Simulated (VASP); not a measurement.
AlNi, 2 atoms in the cell. The structure is tetragonal, space group P4/mmm (No. 123). Conventional cell: a = 2.881 Å, b = 2.881 Å, c = 2.996 Å, α = 90.00°, β = 90.00°, γ = 90.00°. Within 3.3 Å of Al (site symmetry 4/mmm) lie 8 Ni at 2.53 Å and 6 Al at 2.88 to 3.00 Å. Ni (site symmetry 4/mmm) has 8 Al at 2.53 Å and 6 Ni at 2.88 to 3.00 Å within 3.3 Å.  This cell differs from its parent crystal: strain +0.000 along x and y, +0.040 along z.

- Program: VASP 6.6.1
- Task: single point
- Functional: PBE
- Potentials or basis: VASP PAW PBE potentials, release 64 (Al, Ni)
- Cutoff: 520 eV
- k mesh: 16 × 16 × 16
- Occupations: gaussian, width 0.15 eV
- Spin: no spin polarisation
- Dipole correction: no
- Further INCAR settings: ALGO = Normal; EDIFF = 1e-06; NBANDS = 14

Potentials or basis: VASP PAW PBE potentials, release 64 (Al, Ni).

Command:

```console
$ cat potpaw_PBE.64/Al/POTCAR potpaw_PBE.64/Ni/POTCAR > POTCAR
$ mpirun -np 1 vasp_std > vasp.out
```

Hardware: 1 thread of Intel(R) Xeon(R) 6975P-C (Granite Rapids), with other jobs on the host.

Estimate the wall time of this run.

Wall time 32 s on 1 thread of Intel(R) Xeon(R) 6975P-C (Granite Rapids) (shared host), peak memory 0.26 GiB. Counts: scf iterations 13, k points 405.
